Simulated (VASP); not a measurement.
# Ca4Pt: single point with PBE

The system is Ca4Pt.

```xyz
5
Lattice="5.4321 0.0000 0.0000 0.0000 5.4321 0.0000 0.0000 0.0000 5.4321" Properties=species:S:1:pos:R:3 pbc="T T T"
Ca    0.0000    2.7160    2.7160
Ca    2.7160    0.0000    2.7160
Ca    2.7160    2.7160    0.0000
Ca    0.0000    0.0000    0.0000
Pt    2.7160    2.7160    2.7160
```

- Program: VASP 6.6.1
- Task: single point
- Functional: PBE
- Potentials or basis: VASP PAW PBE potentials, release 64 (Ca_sv, Pt)
- Cutoff: 520 eV
- k mesh: 8 × 8 × 8
- Occupations: gaussian, width 0.1 eV
- Spin: no spin polarisation

* Pressure: 4.9 GPa
* Band gap on the k mesh: zero (bands 25 and 26 overlap by 1.16 eV)

Levels at points of the mesh, in eV from the Fermi level:
| k point | band 22 | band 23 | band 24 | band 25 | band 26 | band 27 | band 28 | band 29 |
| --- | --- | --- | --- | --- | --- | --- | --- | --- |
| (0.00, 0.00, 0.00) | -3.59 | -1.96 | -0.30 | -0.30 | 0.84 | 0.84 | 0.84 | 1.36 |
| (0.50, 0.00, 0.00) | -2.91 | -2.74 | -0.53 | 0.24 | 0.49 | 0.49 | 1.39 | 1.65 |
| (0.50, 0.50, 0.00) | -2.85 | -1.62 | -1.62 | -0.99 | 0.72 | 1.06 | 1.25 | 1.42 |
| (0.50, 0.50, 0.50) | -2.69 | -1.24 | -1.24 | -1.24 | -0.91 | 0.44 | 0.44 | 0.44 |

Wall time 7.9 min on 1 thread of Intel(R) Xeon(R) 6975P-C (Granite Rapids) (shared host), peak memory 0.35 GiB.

Caveat: the cell stands under pressure; spin-orbit coupling is left out, which moves the levels of the heavy elements.
